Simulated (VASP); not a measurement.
# ZnC3 (P6_3/mmc) in VASP: notebook

The runs below take ZnC3 through single point, relaxation of cell and atoms, with PBE.

All numbers are computed with VASP 6.6.1; they aren't measurements. Logs are shortened: lines on timing, memory, paths and dates and some standing lists are left out, and cuts for length are marked.

**1. The cell of the first run**

The structure is hexagonal, space group P6_3/mmc (No. 194). Conventional cell: a = 4.514 Å, b = 4.514 Å, c = 4.405 Å, α = 90.00°, β = 90.00°, γ = 120.00°. Within 3.0 Å of Zn (site symmetry -6m2) lie 12 C at 2.29 to 2.79 Å. C (site symmetry mm2) has 2 C at 1.54 Å within 2.1 Å.

**2. Single point, PBE**

The input, INCAR:

```
PREC = Accurate ; ENCUT = 520
EDIFF = 1E-6 ; ISMEAR = 0
SIGMA = 0.1 ; LREAL = False
LASPH = True ; NELM = 100
ALGO = Normal ; ISIF = 2
LWAVE = False ; LCHARG = True
GGA = PE ; LELF = True
LVHAR = True ; NBANDS = 34
```

The input, KPOINTS:

```
regular mesh
0
Gamma
  6 6 4
```

The input, POSCAR:

```
ZnC3
1.0
    4.5138558534      0.0000000000      0.0000000000
   -2.2569279267      3.9091138381      0.0000000000
    0.0000000000      0.0000000000      4.4054536083
Zn C
2 6
Direct
    0.3333333333      0.6666666667      0.2500000000
    0.6666666667      0.3333333333      0.7500000000
    0.8861529085      0.7723058170      0.2500000000
    0.1138470915      0.8861529085      0.7500000000
    0.2276941830      0.1138470915      0.2500000000
    0.1138470915      0.2276941830      0.7500000000
    0.8861529085      0.1138470915      0.2500000000
    0.7723058170      0.8861529085      0.7500000000
```

Potentials or basis: VASP PAW PBE potentials, release 64 (Zn, C).

On the command line:

```sh
cat potpaw_PBE.64/Zn/POTCAR potpaw_PBE.64/C/POTCAR > POTCAR
mpirun -np 1 vasp_std > vasp.out
```

OUTCAR:

```text
PREC = Accurate
   ENCUT = 520
   EDIFF = 1E-6
   ISMEAR = 0
   LREAL = False
   LASPH = True
   NELM = 100
   ISIF = 2
   GGA = PE

 ion  position               nearest neighbor table
   1  0.333  0.667  0.250-   3 2.29   5 2.29   7 2.29   7 2.29   3 2.29   5 2.29
   2  0.667  0.333  0.750-   6 2.29   8 2.29   4 2.29   4 2.29   6 2.29   8 2.29
   3  0.886  0.772  0.250-   5 1.54   7 1.54   1 2.29   1 2.29
   4  0.114  0.886  0.750-   8 1.54   6 1.54   2 2.29   2 2.29
   5  0.228  0.114  0.250-   7 1.54   3 1.54   1 2.29   1 2.29
   6  0.114  0.228  0.750-   4 1.54   8 1.54   2 2.29   2 2.29
   7  0.886  0.114  0.250-   5 1.54   3 1.54   1 2.29   1 2.29
   8  0.772  0.886  0.750-   4 1.54   6 1.54   2 2.29   2 2.29

  LATTYP: Found a hexagonal cell.
 ALAT       =     4.5138558534
 C/A-ratio  =     0.9759845576

  Lattice vectors:

 A1 = (   4.5138558534,   0.0000000000,   0.0000000000)
 A2 = (  -2.2569279267,   3.9091138381,   0.0000000000)
 A3 = (   0.0000000000,   0.0000000000,   4.4054536083)

Analysis of symmetry for initial positions (statically):
=====================================================================
 Subroutine PRICEL returns:
 Original cell was already a primitive cell.

 Routine SETGRP: Setting up the symmetry group for a
 hexagonal supercell.

 Subroutine GETGRP returns: Found 24 space group operations
 (whereof 12 operations were pure point group operations)
 out of a pool of 24 trial point group operations.

The static configuration has the point symmetry D_3d.
 The point group associated with its full space group is D_6h.

Analysis of symmetry for dynamics (positions and initial velocities):
=====================================================================
 Subroutine PRICEL returns:
 Original cell was already a primitive cell.

 Routine SETGRP: Setting up the symmetry group for a
 hexagonal supercell.

 Subroutine GETGRP returns: Found 24 space group operations
 (whereof 12 operations were pure point group operations)
 out of a pool of 24 trial point group operations.

The dynamic configuration has the point symmetry D_3d.
 The point group associated with its full space group is D_6h.

 Subroutine INISYM returns: Found 24 space group operations
 (whereof 12 operations are pure point group operations),
 and found     1 'primitive' translations

----------------------------------------------------------------------------------------

                                     Primitive cell

  volume of cell :      77.7350

  direct lattice vectors                    reciprocal lattice vectors
     4.513855853  0.000000000  0.000000000     0.221540083  0.127906227  0.000000000
    -2.256927927  3.909113838  0.000000000     0.000000000  0.255812453  0.000000000
     0.000000000  0.000000000  4.405453608     0.000000000  0.000000000  0.226991381

  length of vectors
     4.513855853  4.513855853  4.405453608     0.255812453  0.255812453  0.226991381

  position of ions in fractional coordinates (direct lattice)
     0.333333333  0.666666667  0.250000000
     0.666666667  0.333333333  0.750000000
     0.886152909  0.772305817  0.250000000
     0.113847091  0.886152909  0.750000000
     0.227694183  0.113847091  0.250000000
     0.113847091  0.227694183  0.750000000
     0.886152909  0.113847091  0.250000000
     0.772305817  0.886152909  0.750000000

  ion indices of the primitive-cell ions
   primitive index   ion index
                 1           1
                 2           2
                 3           3
                 4           4
                 5           5
                 6           6
                 7           7
                 8           8

----------------------------------------------------------------------------------------

 KPOINTS: regular mesh

Automatic generation of k-mesh.
 Grid dimensions read from file:
 generate k-points for:    6    6    4

 Generating k-lattice:

  Cartesian coordinates                     Fractional coordinates (reciprocal lattice)
     0.036923347  0.021317704  0.000000000     0.166666667  0.000000000  0.000000000
     0.000000000  0.042635409  0.000000000     0.000000000  0.166666667  0.000000000
     0.000000000  0.000000000  0.056747845     0.000000000  0.000000000  0.250000000

  Length of vectors
     0.042635409  0.042635409  0.056747845

  Shift w.r.t. Gamma in fractional coordinates (k-lattice)
     0.000000000  0.000000000  0.000000000

 Subroutine IBZKPT returns following result:
 ===========================================

 Found     21 irreducible k-points:

 Following reciprocal coordinates:
            Coordinates               Weight
  0.000000  0.000000  0.000000      1.000000
  0.166667 -0.000000  0.000000      6.000000
  0.333333  0.000000  0.000000      6.000000
  0.500000  0.000000  0.000000      3.000000
  0.166667  0.166667  0.000000      6.000000
  0.333333  0.166667  0.000000     12.000000
[... 13 lines left out ...]
  0.333333  0.166667  0.500000     12.000000
  0.333333  0.333333  0.500000      2.000000
   k-points           NKPTS =     21   k-points in BZ     NKDIM =     21   number of bands    NBANDS=     34
   number of dos      NEDOS =    301   number of ions     NIONS =      8
   total plane-waves  NPLWV =  46656
   dimension x,y,z NGX =    36 NGY =   36 NGZ =   36
   dimension x,y,z NGXF=    72 NGYF=   72 NGZF=   72
   ions per type =               2   6
   NGX,Y,Z   is equivalent  to a cutoff of  13.26, 13.26, 13.59 a.u.
   NGXF,Y,Z  is equivalent  to a cutoff of  26.52, 26.52, 27.17 a.u.
 SYSTEM =  unknown system
   PREC   = accura    normal or accurate (medium, high low for compatibility)
   ISTART =      0    job   : 0-new  1-cont  2-samecut
   ICHARG =      2    charge: 1-file 2-atom 10-const
   ISPIN  =      1    spin polarized calculation?
   LNONCOLLINEAR =      F non collinear calculations
   LSORBIT =      F    spin-orbit coupling
   LASPH  =      T    aspherical Exc in radial PAW
   ENCUT  =  520.0 eV  38.22 Ry    6.18 a.u.   8.39  8.39  8.19*2*pi/ulx,y,z
   NELM   =    100;   NELMIN=  2; NELMDL= -5     # of ELM steps
   EDIFF  = 0.1E-05   stopping-criterion for ELM
   LREAL  =      F    real-space projection
   EDIFFG = 0.1E-04   stopping-criterion for IOM
   NSW    =      0    number of steps for IOM
   IBRION =     -1    ionic relax: 0-MD 1-quasi-New 2-CG
   NFREE  =      0    steps in history (QN), initial steepest desc. (CG)
   ISIF   =      2    stress and relaxation
   ISYM   =      2    0-nonsym 1-usesym 2-fastsym
   POTIM  = 0.5000    time-step for ionic-motion
   TEBEG  =    0.0;   TEEND  =   0.0 temperature during run
   PSTRESS=    0.0 pullay stress
   NELECT =      48.0000    total number of electrons
   NUPDOWN=      -1.0000    fix difference up-down
   EMIN   =  10.00;   EMAX   =-10.00  energy-range for DOS
   EFERMI =   0.00;   METHOD = LEGACY
   ISMEAR =     0;   SIGMA  =   0.10  broadening in eV -4-tet -1-fermi 0-gaus
   EFERMI_NEDOS =   21; number of points for ismear=-14 and -15
   IALGO  =     38    algorithm
   IMIX   =      4    mixing-type and parameters
     AMIX     =   0.40;   BMIX     =  1.00
     AMIX_MAG =   1.60;   BMIX_MAG =  1.00
  volume/ion in A,a.u.               =       9.72        65.57
  Fermi-wavevector in a.u.,A,eV,Ry     =   1.394065  2.634401 26.441798  1.943417
  Thomas-Fermi vector in A             =   2.517650
   LORBIT       =      0    0 simple, 1 ext, 2 COOP (PROOUT), +10 PAW based schemes
   GGA     = PE    functional components
   LHFCALC =     F    Hartree Fock is set to
   AEXX    =    0.0000 exact exchange contribution
   IVDW    =     0    specifies the selected vdW correction
   LEPSILON=     F    determine dielectric tensor
   LRPA    =     F    only Hartree local field effects (RPA)
 non-spin polarized calculation
 Gauss-broadening in eV      SIGMA  =   0.10
  energy-cutoff  :      520.00
  volume of cell :       77.74
 maximum number of plane-waves:      2135
 NGX is ok and might be reduce to    36
   NGX = 17   NGY = 17   NGZ = 17

 number of electron      47.9999995 magnetization

 Free energy of the ion-electron system (eV)
  ---------------------------------------------------
  ext. energy  EPLUGINS =         0.00000000
  ---------------------------------------------------
  free energy    TOTEN  =       -38.65887180 eV

  energy without entropy =      -38.64559089  energy(sigma->0) =      -38.65223134

 E-fermi :   4.3585     XC(G=0): -11.6098

 val. band max:        4.3474120717   @ k =   0.3333   0.0000   0.0000
 cond. band min:       4.4847762898   @ k =   0.0000   0.0000   0.2500
 fundamental gap:      0.1373642181
 Fermi energy:         4.3585170107

 k-point     1 :       0.0000    0.0000    0.0000
  band No.  band energies     occupation
      1     -14.9295      2.00000
      2     -11.5709      2.00000
      3      -5.6244      2.00000
      4      -5.6244      2.00000
      5      -4.4126      2.00000
      6      -3.6659      2.00000
[... 26 lines left out ...]
     33      13.1277      0.00000
     34      13.3792      0.00000

 k-point     2 :       0.1667   -0.0000    0.0000
  band No.  band energies     occupation
      1     -14.8875      2.00000
      2     -11.5484      2.00000
      3      -6.1634      2.00000
      4      -5.6480      2.00000
      5      -4.3998      2.00000
      6      -3.3392      2.00000
[... 26 lines left out ...]
     33      12.4151      0.00000
     34      13.0499      0.00000

 k-point     3 :       0.3333    0.0000    0.0000
  band No.  band energies     occupation
      1     -14.8009      2.00000
      2     -11.5027      2.00000
      3      -6.8372      2.00000
      4      -5.6952      2.00000
      5      -4.3771      2.00000
      6      -3.5838      2.00000
[... 26 lines left out ...]
     33      11.4645      0.00000
     34      12.6587      0.00000

 k-point     4 :       0.5000    0.0000    0.0000
  band No.  band energies     occupation
      1     -14.7560      2.00000
      2     -11.4795      2.00000
      3      -7.0967      2.00000
      4      -5.7187      2.00000
      5      -4.3673      2.00000
      6      -3.6684      2.00000
[... 26 lines left out ...]
     33      12.6086      0.00000
     34      12.7538      0.00000

 k-point     5 :       0.1667    0.1667    0.0000
  band No.  band energies     occupation
      1     -14.8231      2.00000
      2     -11.5142      2.00000
      3      -6.6262      2.00000
      4      -5.7986      2.00000
      5      -4.3825      2.00000
      6      -3.5030      2.00000
[... 510 lines left out ...]
 k-point    19 :       0.1667    0.1667    0.5000
  band No.  band energies     occupation
      1     -13.5560      2.00000
      2     -13.5560      2.00000
      3      -5.3078      2.00000
      4      -5.3078      2.00000
      5      -4.6040      2.00000
      6      -4.6040      2.00000
[... 26 lines left out ...]
     33      12.0673      0.00000
     34      12.0673      0.00000

 k-point    20 :       0.3333    0.1667    0.5000
  band No.  band energies     occupation
      1     -13.4997      2.00000
      2     -13.4997      2.00000
      3      -5.5728      2.00000
      4      -5.5728      2.00000
      5      -4.7367      2.00000
      6      -4.7367      2.00000
[... 26 lines left out ...]
     33      12.2206      0.00000
     34      12.2206      0.00000

 k-point    21 :       0.3333    0.3333    0.5000
  band No.  band energies     occupation
      1     -13.4808      2.00000
      2     -13.4808      2.00000
      3      -5.4839      2.00000
      4      -5.4839      2.00000
      5      -5.0120      2.00000
      6      -5.0120      2.00000
[... 26 lines left out ...]
     33      11.7583      0.00000
     34      11.7583      0.00000

------------------------ aborting loop because EDIFF is reached ----------------------------------------

  FORCE on cell =-STRESS in cart. coord.  units (eV):
  Direction    XX          YY          ZZ          XY          YZ          ZX
  --------------------------------------------------------------------------------------
  -------------------------------------------------------------------------------------
  Total        0.3987336      0.3987336      0.2091143      0.0000000      0.0000000      0.0000000
  in kB        8.2182017      8.2182017      4.3100033      0.0000000      0.0000000      0.0000000
  external PRESSURE =       6.9154689 kB  Pullay stress =       0.0000000 kB

 VOLUME and BASIS-vectors are now :
 -----------------------------------------------------------------------------
  energy-cutoff  :      520.00
  volume of cell :       77.74
      direct lattice vectors                 reciprocal lattice vectors
     4.513855853  0.000000000  0.000000000     0.221540083  0.127906227  0.000000000
    -2.256927927  3.909113838  0.000000000     0.000000000  0.255812453  0.000000000
     0.000000000  0.000000000  4.405453608     0.000000000  0.000000000  0.226991381

 POSITION                                       TOTAL-FORCE (eV/Angst)
 -----------------------------------------------------------------------------------
     -0.00000      2.60608      1.10136        -0.000000      0.000000      0.000000
      2.25693      1.30304      3.30409         0.000000     -0.000000      0.000000
      2.25693      3.01903      1.10136        -0.000000     -0.079631      0.000000
     -1.48609      3.46407      3.30409         0.068962     -0.039815     -0.000000
      0.77083      0.44504      1.10136         0.068962      0.039815      0.000000
      0.00000      0.89008      3.30409         0.000000      0.079631     -0.000000
      3.74302      0.44504      1.10136        -0.068962      0.039815      0.000000
      1.48609      3.46407      3.30409        -0.068962     -0.039815     -0.000000
 -----------------------------------------------------------------------------------
    total drift:                               -0.000000      0.000000     -0.000000

  FREE ENERGIE OF THE ION-ELECTRON SYSTEM (eV)
  ---------------------------------------------------
  free  energy   TOTEN  =       -38.6588718004 eV

  energy  without entropy=      -38.6455908873  energy(sigma->0) =      -38.65223134
```

Run time: 26 s. Hardware: 1 thread of Intel Xeon 6975P-C (Granite Rapids), shared host; peak memory 0.21 GiB.

What came out:

```
Free energy            : -38.6589 eV
Pressure               : 0.7 GPa
Largest force          : 0.080 eV/Å
Band gap on the k mesh : zero (band 24 reaches 4.54 eV, above the bottom of band 25 at 3.76 eV)
```

Forces on the atoms (eV/Å):
```
Zn   0.000  0.000  0.000
Zn   0.000  0.000  0.000
C    0.000 -0.080  0.000
C    0.069 -0.040  0.000
C    0.069  0.040  0.000
C    0.000  0.080  0.000
C   -0.069  0.040  0.000
C   -0.069 -0.040  0.000
```

Stress tensor (GPa, compression positive):
```
0.82 0.00 0.00
0.00 0.82 0.00
0.00 0.00 0.43
```

(Continued in part 2 of 3.)
